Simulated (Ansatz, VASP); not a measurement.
# Tl: VASP beside Ansatz

```xyz
1
Lattice="-1.9280 1.9280 1.9280 1.9280 -1.9280 1.9280 1.9280 1.9280 -1.9280" Properties=species:S:1:pos:R:3 pbc="T T T"
Tl    0.0000    0.0000    0.0000
```

Change from the starting cell: volume scaled by 0.98, crystal datasets.

Alike in both runs: task electric field gradients; functional LDA; k mesh 13 × 13 × 13; occupations fermi-dirac, width 0.05 eV; no spin polarisation.

```csv
,VASP,Ansatz
version,VASP 6.6.1,Ansatz 0.2.0
potentials or method,"VASP PAW LDA potentials, release 64 (Tl_d), cutoff 520 eV","all-electron PAW with datasets made for the crystal, scalar-relativistic"
```

Ansatz gave:

```
pressure (GPa) : -1.9
```

Question: What did VASP give for the same quantities?

Answer: Pressure (GPa): -1.8.

LDA's correlation is that of Perdew and Zunger in VASP and of Perdew and Wang (1992) in Ansatz. Ansatz ran all-electron here, and VASP with PAW potentials.

Spin-orbit coupling is off throughout.
